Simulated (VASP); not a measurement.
A run of VASP 6.6.1:

INCAR

```
SYSTEM = TiB2
PREC = Accurate ; ENCUT = 520
EDIFF = 1E-6 ; ISMEAR = 0
SIGMA = 0.1 ; LREAL = .FALSE.
LASPH = .TRUE. ; NELM = 100
ALGO = Normal ; ISIF = 2
LWAVE = .FALSE. ; LCHARG = .FALSE.
GGA = PS ; NBANDS = 16
```

The input KPOINTS:

```
regular mesh
0
G
  15 15 12
  0 0 0
```

Contents of POSCAR:

```
TiB2
1.0
    3.0291982016      0.0000000000      0.0000000000
   -1.5145991008      2.6233625957      0.0000000000
    0.0000000000      0.0000000000      3.2284000000
Ti B
1 2
Direct
    0.0000000000      0.0000000000      0.0000000000
    0.3504868904      0.7009737808      0.5000000000
    0.6666666667      0.3333333333      0.5000000000
```

Potentials or basis: VASP PAW PBE potentials, release 64 (Ti_sv, B).

Command:

```bash
$ cat potpaw_PBE.64/Ti_sv/POTCAR potpaw_PBE.64/B/POTCAR > POTCAR
$ mpirun -np 1 vasp_std > vasp.out
```

Hardware: 1 thread of AMD EPYC 7R13 Processor (Zen 3) (shared host).

How long does it take, and how much memory?

Run time: 2.2 min on 1 thread of AMD EPYC 7R13 Processor (Zen 3), on a shared host, peak memory 0.25 GiB. Counts: scf iterations 13, k points 448.
